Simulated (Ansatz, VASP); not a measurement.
# Al2Ga3Sb3: VASP beside Ansatz

```
Al Ga Sb
1.0
     4.43734    0.00000    0.00000
    -2.21867    3.84285    0.00000
     0.00000    0.00000   13.15173
Al Ga Sb
2 3 3
Direct
  0.00000 0.00000 0.18203
  0.33333 0.66667 0.45356
  0.66667 0.33333 0.72964
  0.00000 0.00000 0.76651
  0.33333 0.66667 0.87741
  0.33333 0.66667 0.24748
  0.66667 0.33333 0.52136
  0.00000 0.00000 0.97700
```

Alike in both runs: functional PBE; k mesh 4 × 4 × 2; occupations gaussian, width 0.2 eV; no spin polarisation.

Ansatz relaxed the structure, and its values are those at the end. VASP's run is a single point on that final structure, the one shown.

|  | VASP | Ansatz |
| --- | --- | --- |
| version | VASP 6.6.1 | Ansatz 0.2.0 |
| potentials or method | VASP PAW PBE potentials, release 64 (Al, Ga_d, Sb), cutoff 520 eV | scalar-relativistic, plane waves, PAW |
| valence electrons in the cell | 60 | 90 |

Ansatz gave:

```
gap on the k mesh at the Fermi level (eV) : none
pressure (GPa)                            : 0.0
rms of the force components (eV/Å)        : 0.011
```

Problem. What did VASP give for the same quantities?

Solution. gap on the k mesh at the Fermi level (eV): none; pressure (GPa): 0.1; rms of the force components (eV/Å): 0.011.

A gap of «none» marks a metal or a gap that the smearing closes. VASP's potentials hold 60 valence electrons a cell and Ansatz's 90, so a difference there can come from the potentials and not from the codes.

The k mesh is coarse, so the values compare programs but aren't converged. Neither program's run includes spin-orbit coupling.
